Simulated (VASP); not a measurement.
Here is a VASP 6.6.1 calculation.

The input INCAR:

```
SYSTEM = SiNi
  PREC = Accurate
  ENCUT = 600
  EDIFF = 1E-6
  ISMEAR = -1
  SIGMA = 0.1
  LREAL = .FALSE.
  LASPH = .TRUE.
  NELM = 100
  ALGO = Normal
  ISIF = 3
  LWAVE = .FALSE.
  LCHARG = .FALSE.
  GGA = PE
  IBRION = 2
  NSW = 60
  EDIFFG = -0.005
  PSTRESS = 300.0
```

Contents of KPOINTS:

```
Automatic mesh
0
G
  15 15 15
  0 0 0
```

File POSCAR:

```
SiNi
1.0
    2.7896706067      0.0000000000      0.0000000000
    0.0000000000      2.7896706067      0.0000000000
    0.0000000000      0.0000000000      2.7896706067
Ni Si
1 1
Direct
    0.0000000000      0.0000000000      0.0000000000
    0.5000000000      0.5000000000      0.5000000000
```

Potentials or basis: VASP PAW PBE potentials, release 64 (Ni, Si).

Command:

```bash
$ cat potpaw_PBE.64/Ni/POTCAR potpaw_PBE.64/Si/POTCAR > POTCAR
$ mpirun -np 1 vasp_std > vasp.out
```

(1) Estimate the space group after relaxing (to 0.1 Å).

(2) Predict the relaxed volume.

Answers

(1) Pm-3m (No. 221).

(2) 10.06 Å³/atom.

Caveat: the cell is relaxed towards a set pressure, so the run minimises the enthalpy, not the energy.
